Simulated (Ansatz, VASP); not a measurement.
## AlN: VASP beside Ansatz

The input INCAR:

```
SYSTEM = AlN
PREC = Accurate ; ENCUT = 520
EDIFF = 1E-7 ; ISMEAR = 0
SIGMA = 0.05 ; LREAL = .FALSE.
LASPH = .TRUE. ; NELM = 60
ALGO = Normal ; ISIF = 2
LWAVE = .FALSE. ; LCHARG = .FALSE.
GGA = PE ; NBANDS = 26
```

The input KPOINTS:

```
regular mesh
0
G
  8 8 3
  0 0 0
```

File POSCAR:

```
AlN
1.0
   -3.1110021516      0.0000000000      0.0000000000
   -1.5555010758     -2.6942068945      0.0000000000
    0.0000000000      0.0000000000     12.9560000000
Al N
4 4
Direct
    0.3333333333      0.3333333333      0.6944840228
    0.3333333333      0.3333333333      0.3102604971
    0.6666666667      0.6666666667      0.1181487342
    0.6666666667      0.6666666667      0.5023722600
    0.3333333333      0.3333333333      0.0739630287
    0.3333333333      0.3333333333      0.4581865545
    0.6666666667      0.6666666667      0.2660747916
    0.6666666667      0.6666666667      0.6502983174
```

Input for Ansatz:

```yaml
crystal:
  lattice:
    - [-3.1110021516, 0.0, 0.0]
    - [-1.5555010758, -2.6942068945, 0.0]
    - [0.0, 0.0, 12.956]
  atoms:
    - { symbol: Al, position: [0.3333333333, 0.3333333333, 0.6944840228] }
    - { symbol: Al, position: [0.3333333333, 0.3333333333, 0.3102604971] }
    - { symbol: Al, position: [0.6666666667, 0.6666666667, 0.1181487342] }
    - { symbol: Al, position: [0.6666666667, 0.6666666667, 0.50237226] }
    - { symbol: "N", position: [0.3333333333, 0.3333333333, 0.0739630287] }
    - { symbol: "N", position: [0.3333333333, 0.3333333333, 0.4581865545] }
    - { symbol: "N", position: [0.6666666667, 0.6666666667, 0.2660747916] }
    - { symbol: "N", position: [0.6666666667, 0.6666666667, 0.6502983174] }
basis:
  ecutwfc: 420
kpoints:
  mp_grid: { grid: [8, 8, 3] }
hamiltonian:
  xc: pbe
scf:
  occupations: { method: gaussian, width: 0.05 }
output:
  forces: true
  stress: true
  eigenvalues: true
```

Alike in both runs: task single point; functional PBE; k mesh 8 × 8 × 3; occupations gaussian, width 0.05 eV; no spin polarisation.

|  | VASP | Ansatz |
| --- | --- | --- |
| version | VASP 6.6.1 | Ansatz 0.2.0 |
| potentials or method | VASP PAW PBE potentials, release 64 (Al, N), cutoff 520 eV | scalar-relativistic, plane waves, PAW |
| valence electrons in the cell | 32 | 32 |

```tsv
	VASP	Ansatz	Ansatz less VASP
gap on the k mesh at the Fermi level (eV)	none	none	-
pressure (GPa)	1.5	1.7	+0.19
traceless stress, the component that is largest in VASP (GPa)	-0.54	-0.50	+0.036
rms of the force components (eV/Å)	0.720	0.722	+0.0020
```

Atom by atom the forces differ by 0.006 eV/Å (rms over components). A gap of «none» marks a metal or a gap that the smearing closes.
